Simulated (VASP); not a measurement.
# C (Imma) in VASP: further runs, part 2 of 2

VASP 6.6.1. Earlier steps stand in the parts before.

### Step 3. Relaxation of cell and atoms, PBE

INCAR reads:

```
ALGO = Normal ; EDIFF = 1E-6
EDIFFG = -0.01 ; ENCUT = 600
GGA = PE ; IBRION = 2
ISIF = 3 ; ISMEAR = 0
LASPH = T ; LCHARG = F
LREAL = F ; LWAVE = F
NELM = 80 ; NSW = 100
PREC = Accurate ; SIGMA = 0.02
```

KPOINTS reads:

```
k-points
0
Gamma
  10 10 10
```

POSCAR reads:

```
C
1.0
   -1.2739832641      2.4688031721      2.1023377046
    1.2739832641     -2.4688031721      2.1023377046
    1.2739832641      2.4688031721     -2.1023377046
C
4
Direct
    0.7329463629      0.1458909810      0.5870553819
    0.9411644008      0.8541090190      0.0870553819
    0.0588355992      0.1458909810      0.9129446181
    0.2670536371      0.8541090190      0.4129446181
```

Potentials or basis: VASP PAW PBE potentials, release 64 (C).

The run is started by

```sh
$ cat potpaw_PBE.64/C/POTCAR > POTCAR
$ mpirun -np 1 vasp_std > vasp.out
```

OUTCAR:

```text
EDIFF = 1E-6
   EDIFFG = -0.01
   ENCUT = 600
   GGA = PE
   IBRION = 2
   ISIF = 3
   ISMEAR = 0
   LASPH = T
   LREAL = F
   NELM = 80
   NSW = 100
   PREC = Accurate

 ion  position               nearest neighbor table
   1  0.733  0.146  0.587-   4 1.50   2 1.55   2 1.55   3 1.61
   2  0.941  0.854  0.087-   3 1.50   1 1.55   1 1.55   4 1.61
   3  0.059  0.146  0.913-   2 1.50   4 1.55   4 1.55   1 1.61
   4  0.267  0.854  0.413-   1 1.50   3 1.55   3 1.55   2 1.61

  LATTYP: Found a body centered orthorhombic cell.
 ALAT       =     2.5479665282
 B/A-ratio  =     1.6502082593
 C/A-ratio  =     1.9378615416

  Lattice vectors:

 A1 = (   1.2739832641,  -2.4688031721,  -2.1023377046)
 A2 = (  -1.2739832641,  -2.4688031721,   2.1023377046)
 A3 = (  -1.2739832641,   2.4688031721,  -2.1023377046)

Analysis of symmetry for initial positions (statically):
=====================================================================
 Subroutine PRICEL returns:
 Original cell was already a primitive cell.

 Routine SETGRP: Setting up the symmetry group for a
 body centered orthorhombic supercell.

 Subroutine GETGRP returns: Found  8 space group operations
 (whereof  4 operations were pure point group operations)
 out of a pool of  8 trial point group operations.

The static configuration has the point symmetry C_2h.
 The point group associated with its full space group is D_2h.

Analysis of symmetry for dynamics (positions and initial velocities):
=====================================================================
 Subroutine PRICEL returns:
 Original cell was already a primitive cell.

 Routine SETGRP: Setting up the symmetry group for a
 body centered orthorhombic supercell.

 Subroutine GETGRP returns: Found  8 space group operations
 (whereof  4 operations were pure point group operations)
 out of a pool of  8 trial point group operations.

The dynamic configuration has the point symmetry C_2h.
 The point group associated with its full space group is D_2h.

 Subroutine INISYM returns: Found  8 space group operations
 (whereof  4 operations are pure point group operations),
 and found     1 'primitive' translations

----------------------------------------------------------------------------------------

                                     Primitive cell

  volume of cell :      26.4492

  direct lattice vectors                    reciprocal lattice vectors
    -1.273983264  2.468803172  2.102337705     0.000000000  0.202527284  0.237830487
     1.273983264 -2.468803172  2.102337705     0.392469834  0.000000000  0.237830487
     1.273983264  2.468803172 -2.102337705     0.392469834  0.202527284  0.000000000

  length of vectors
     3.483941200  3.483941200  3.483941200     0.312379002  0.458907301  0.441644508

  position of ions in fractional coordinates (direct lattice)
     0.732946363  0.145890981  0.587055382
     0.941164401  0.854109019  0.087055382
     0.058835599  0.145890981  0.912944618
     0.267053637  0.854109019  0.412944618

  ion indices of the primitive-cell ions
   primitive index   ion index
                 1           1
                 2           2
[... 58 lines left out ...]
   total plane-waves  NPLWV =  21952
   dimension x,y,z NGX =    28 NGY =   28 NGZ =   28
   dimension x,y,z NGXF=    56 NGYF=   56 NGZF=   56
   ions per type =               4
   NGX,Y,Z   is equivalent  to a cutoff of  13.36, 13.36, 13.36 a.u.
   NGXF,Y,Z  is equivalent  to a cutoff of  26.72, 26.72, 26.72 a.u.
 SYSTEM =  unknown system
   PREC   = accura    normal or accurate (medium, high low for compatibility)
   ISTART =      0    job   : 0-new  1-cont  2-samecut
   ICHARG =      2    charge: 1-file 2-atom 10-const
   ISPIN  =      1    spin polarized calculation?
   LNONCOLLINEAR =      F non collinear calculations
   LSORBIT =      F    spin-orbit coupling
   LASPH  =      T    aspherical Exc in radial PAW
   ENCUT  =  600.0 eV  44.10 Ry    6.64 a.u.   6.96  6.96  6.96*2*pi/ulx,y,z
   NELM   =     80;   NELMIN=  2; NELMDL= -5     # of ELM steps
   EDIFF  = 0.1E-05   stopping-criterion for ELM
   LREAL  =      F    real-space projection
   EDIFFG = -.1E-01   stopping-criterion for IOM
   NSW    =    100    number of steps for IOM
   IBRION =      2    ionic relax: 0-MD 1-quasi-New 2-CG
   NFREE  =      1    steps in history (QN), initial steepest desc. (CG)
   ISIF   =      3    stress and relaxation
   ISYM   =      2    0-nonsym 1-usesym 2-fastsym
   POTIM  = 0.5000    time-step for ionic-motion
   TEBEG  =    0.0;   TEEND  =   0.0 temperature during run
   PSTRESS=    0.0 pullay stress
   NELECT =      16.0000    total number of electrons
   NUPDOWN=      -1.0000    fix difference up-down
   EMIN   =  10.00;   EMAX   =-10.00  energy-range for DOS
   EFERMI =   0.00;   METHOD = LEGACY
   ISMEAR =     0;   SIGMA  =   0.02  broadening in eV -4-tet -1-fermi 0-gaus
   EFERMI_NEDOS =   21; number of points for ismear=-14 and -15
   IALGO  =     38    algorithm
   IMIX   =      4    mixing-type and parameters
     AMIX     =   0.40;   BMIX     =  1.00
     AMIX_MAG =   1.60;   BMIX_MAG =  1.00
  volume/ion in A,a.u.               =       6.61        44.62
  Fermi-wavevector in a.u.,A,eV,Ry     =   1.384556  2.616432 26.082314  1.916996
  Thomas-Fermi vector in A             =   2.509049
   LORBIT       =      0    0 simple, 1 ext, 2 COOP (PROOUT), +10 PAW based schemes
   GGA     = PE    functional components
   LHFCALC =     F    Hartree Fock is set to
   AEXX    =    0.0000 exact exchange contribution
   IVDW    =     0    specifies the selected vdW correction
   LEPSILON=     F    determine dielectric tensor
   LRPA    =     F    only Hartree local field effects (RPA)
 conjugate gradient relaxation of ions
 non-spin polarized calculation
 Gauss-broadening in eV      SIGMA  =   0.02
  energy-cutoff  :      600.00
  volume of cell :       26.45
 maximum number of plane-waves:       898
   NGX = 13   NGY = 13   NGZ = 13

--------------------------------------- Ionic step        1  -------------------------------------------

 number of electron      16.0000001 magnetization

 Free energy of the ion-electron system (eV)
  ---------------------------------------------------
  ext. energy  EPLUGINS =         0.00000000
  ---------------------------------------------------
  free energy    TOTEN  =       -34.93257788 eV

  energy without entropy =      -34.93257788  energy(sigma->0) =      -34.93257788

------------------------ aborting loop because EDIFF is reached ----------------------------------------

  FORCE on cell =-STRESS in cart. coord.  units (eV):
  Direction    XX          YY          ZZ          XY          YZ          ZX
  --------------------------------------------------------------------------------------
  -------------------------------------------------------------------------------------
  Total       -0.0189414      0.0206615     -0.0152689      0.0000000      0.0000000      0.0000000
  in kB       -1.1473847      1.2515830     -0.9249239      0.0000000      0.0000000      0.0000000
  external PRESSURE =      -0.2735752 kB  Pullay stress =       0.0000000 kB
[... 63 lines left out ...]
--------------------------------------- Ionic step        3  -------------------------------------------

 number of electron      16.0000001 magnetization

 Free energy of the ion-electron system (eV)
  ---------------------------------------------------
  ext. energy  EPLUGINS =         0.00000000
  ---------------------------------------------------
  free energy    TOTEN  =       -34.93258841 eV

  energy without entropy =      -34.93258841  energy(sigma->0) =      -34.93258841

 E-fermi :   8.1698     XC(G=0): -12.1005

 val. band max:        8.0079053588   @ k =   0.5000   0.5000   0.5000
 cond. band min:      10.7207212910   @ k =   0.0000   0.0000   0.0000
 fundamental gap:      2.7128159322
 Fermi energy:         8.1697796942

 k-point     1 :       0.0000    0.0000    0.0000
  band No.  band energies     occupation
      1     -13.1526      2.00000
      2      -3.0061      2.00000
      3      -2.5542      2.00000
      4      -1.4919      2.00000
      5       1.2104      2.00000
      6       4.0769      2.00000
      7       4.5515      2.00000
      8       6.7668      2.00000
      9      10.7207      0.00000
     10      12.4418      0.00000
     11      13.2677      0.00000
     12      15.9771      0.00000
[... 331 lines left out ...]
 k-point    24 :      -0.3000    0.2000   -0.0000
  band No.  band energies     occupation
      1     -12.0413      2.00000
      2      -4.6504      2.00000
      3      -2.6955      2.00000
      4      -0.2362      2.00000
      5       0.6060      2.00000
      6       2.6944      2.00000
      7       3.7680      2.00000
      8       4.6225      2.00000
      9      11.1377      0.00000
     10      14.6268      0.00000
     11      15.9126      0.00000
     12      17.0396      0.00000

 [... further k-points ...]
[... 5 lines left out ...]
  --------------------------------------------------------------------------------------
  -------------------------------------------------------------------------------------
  Total       -0.0163731      0.0138028     -0.0106487      0.0000000      0.0000000      0.0000000
  in kB       -0.9918592      0.8361538     -0.6450792      0.0000000      0.0000000      0.0000000
  external PRESSURE =      -0.2669282 kB  Pullay stress =       0.0000000 kB
[... 19 lines left out ...]
  FREE ENERGIE OF THE ION-ELECTRON SYSTEM (eV)
  ---------------------------------------------------
  free  energy   TOTEN  =       -34.9325884054 eV

  energy  without entropy=      -34.9325884054  energy(sigma->0) =      -34.93258841

 reached required accuracy - stopping structural energy minimisation
```

OSZICAR:

```text
N       E                     dE             d eps       ncg     rms          rms(c)
DAV:   1     0.374860465609E+02    0.37486E+02   -0.90436E+03  4104   0.142E+03
DAV:   2    -0.335276743768E+02   -0.71014E+02   -0.64539E+02  5888   0.224E+02
DAV:   3    -0.364366951109E+02   -0.29090E+01   -0.28787E+01  5392   0.428E+01
[... 17 lines left out ...]
       N       E                     dE             d eps       ncg     rms          rms(c)
DAV:   1    -0.349325885388E+02   -0.65928E-04   -0.42498E-03  4564   0.616E-01    0.168E-02
DAV:   2    -0.349325903931E+02   -0.18543E-05   -0.79119E-05  5132   0.821E-02    0.100E-02
DAV:   3    -0.349325884402E+02    0.19529E-05   -0.41089E-06  5020   0.216E-02    0.234E-03
DAV:   4    -0.349325884054E+02    0.34859E-07   -0.64798E-07  2676   0.727E-03
   3 F= -.34932588E+02 E0= -.34932588E+02  d E =-.105230E-04
```

Wall time 83 s (1 thread of Intel Xeon 6975P-C, shared host); peak memory 0.18 GiB.

Results:

```yaml
Free_energy: -34.9326 eV
Energy_gained_by_relaxing: 0.0 meV/atom
Ionic_steps: 3
Pressure_after_relaxing: 0.0 GPa
Largest_force_after_relaxing: 0.005 eV/Å
Band_gap_on_the_k_mesh: 2.71 eV, indirect (least direct gap 3.95 eV)
```

Forces in eV/Å, atoms in the order of the input:
```
C    0.000  0.005  0.001
C    0.000  0.005 -0.001
C    0.000 -0.005  0.001
C    0.000 -0.005 -0.001
```

Final structure:
```yaml
crystal:
  lattice:
    - [-1.27390, 2.46898, 2.10223]
    - [1.27390, -2.46898, 2.10223]
    - [1.27390, 2.46898, -2.10223]
  atoms:
    - { symbol: C, position: [0.73288, 0.14584, 0.58704] }
    - { symbol: C, position: [0.94120, 0.85416, 0.08704] }
    - { symbol: C, position: [0.05880, 0.14584, 0.91296] }
    - { symbol: C, position: [0.26713, 0.85416, 0.41296] }
```

A k mesh can miss the band edges. PBE gaps usually lie below the measured ones, often by a third to a half.
